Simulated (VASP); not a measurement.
Input of a VASP 6.6.1 run:

Contents of INCAR:

```
PREC     = Accurate       # precision mode
ENCUT    = 520            # plane-wave cutoff, eV
EDIFF    = 1E-7           # SCF threshold, eV
ISMEAR   = 0              # smearing method
SIGMA    = 0.1            # smearing width, eV
LREAL    = Auto         
LASPH    = True           # aspherical terms in the spheres
NELM     = 80             # most SCF steps
ALGO     = Normal         # electronic algorithm
ISIF     = 2              # what is computed and relaxed
LWAVE    = False          # write WAVECAR
LCHARG   = False          # write CHGCAR
GGA      = PE             # functional
NBANDS   = 78             # bands
```

Contents of KPOINTS:

```
Automatic mesh
0
Gamma
  4 4 3
```

Contents of POSCAR:

```
C28N
1.0
    4.9330655670     -4.2721600996      0.0000000000
   -6.1663319588     -2.1360800497      0.0000000000
    0.0000000000      0.0000000000     -8.4654494173
C N
28 1
Direct
    0.5848301459      0.8628094815      0.7731296957
    0.1561630136      0.7200098801      0.7726250808
    0.7276406478      0.5772362860      0.7729520930
    0.2989265336      0.4341823720      0.7728597053
    0.8704918966      0.2913742259      0.7729156578
    0.4419158575      0.1485575563      0.7726324026
    0.0132442783      0.0056782891      0.7739682672
    0.5448370098      0.8360396746      0.2302279257
    0.1208345858      0.6938482495      0.2203079021
    0.6954880745      0.5548244651      0.2249293362
    0.2674574832      0.4107118958      0.2273843327
    0.8381290590      0.2728273250      0.2280918302
    0.4101379391      0.1266152819      0.2227768213
   -0.0129108725     -0.0194470187      0.2624735985
    0.3467146059      0.6723894394      0.7726560981
    0.9180505616      0.5294520519      0.7726759558
    0.4895295644      0.3866989562      0.7726390004
    0.0609072081      0.2437003859      0.7733893703
    0.6324108159      0.1009031990      0.7727603535
    0.2036563381      0.9580786057      0.7731214875
    0.7753152380      0.8152784505      0.7736720841
    0.5024567277      0.6013199361      0.2273616606
    0.0744648988      0.4572937322      0.2248487795
    0.6490995161      0.3182783251      0.2202355499
    0.2250411307      0.1759964018      0.2304882145
    0.7826997422      0.0315843497      0.2621384385
    0.3597809558      0.8854932258      0.2227777376
    0.9317776294      0.7393143241      0.2283917988
    0.8847631544      1.0064622655      0.4090834676
```

Potentials or basis: VASP PAW PBE potentials, release 64 (C, N).

Run with:

```bash
$ cat potpaw_PBE.64/C/POTCAR potpaw_PBE.64/N/POTCAR > POTCAR
$ mpirun -np 1 vasp_std > vasp.out
```

**Question.** Predict the largest force.

**Answer.** 0.162 eV/Å.

**Question.** Estimate the pressure.

**Answer.** 2.0 GPa.

Forces on the atoms (eV/Å):
```
C   -0.004  0.006  0.000
C    0.007 -0.005  0.000
C    0.002 -0.006  0.000
C   -0.003 -0.001  0.002
C    0.004  0.002 -0.001
C    0.002  0.002  0.001
C   -0.001 -0.004 -0.001
C   -0.002 -0.002  0.004
C   -0.008  0.002 -0.003
C   -0.006  0.007  0.004
C   -0.008 -0.003  0.004
C    0.000  0.016  0.007
C    0.001  0.008  0.001
C    0.053 -0.023  0.063
C   -0.003  0.000  0.002
C    0.003 -0.002 -0.002
C   -0.002 -0.001 -0.001
C    0.012  0.010  0.001
C    0.002  0.009  0.000
C   -0.006 -0.002  0.002
C    0.001 -0.013  0.002
C   -0.004  0.006  0.001
C    0.008 -0.022  0.003
C   -0.003 -0.001  0.001
C   -0.005  0.007  0.007
C   -0.052  0.020  0.062
C    0.004  0.003  0.000
C    0.008 -0.015  0.004
N    0.000  0.002 -0.162
```

Caveat: the cell differs from its parent crystal (with an interstitial atom, then relaxed in part); an odd number of electrons without spin polarisation forces a metal; a magnetic or distorted state may lie lower.
